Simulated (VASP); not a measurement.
A run of VASP 6.6.1:

INCAR

```
ALGO = Normal
EDIFF = 1E-6
ENCUT = 520
GGA = PE
ISIF = 2
ISMEAR = 0
LASPH = True
LCHARG = False
LREAL = False
LWAVE = False
NBANDS = 12
NELM = 100
PREC = Accurate
SIGMA = 0.02
```

Contents of KPOINTS:

```
k-points
0
Gamma
  12 12 6
```

POSCAR

```
LiH
1.0
    2.7801123154      0.0000000000      0.0000000000
   -1.3900561577      2.4076478905      0.0000000000
    0.0000000000      0.0000000000      4.8851889641
Li H
2 2
Direct
    0.0000000000      0.0000000000      0.0000000000
    0.0000000000      0.0000000000      0.5000000000
    0.6666666667      0.3333333333      0.2500000000
    0.3333333333      0.6666666667      0.7500000000
```

Potentials or basis: VASP PAW PBE potentials, release 64 (Li_sv, H).

Command:

```bash
$ cat potpaw_PBE.64/Li_sv/POTCAR potpaw_PBE.64/H/POTCAR > POTCAR
$ mpirun -np 1 vasp_std > vasp.out
```

Hardware: 1 thread of Intel(R) Xeon(R) 6975P-C (Granite Rapids), on a shared host.

Q: Estimate the wall time of this run.

A: Run time: 9.4 s on 1 thread of Intel(R) Xeon(R) 6975P-C (Granite Rapids) (shared host), peak memory 0.16 GiB. Counts: scf iterations 14, k points 76.
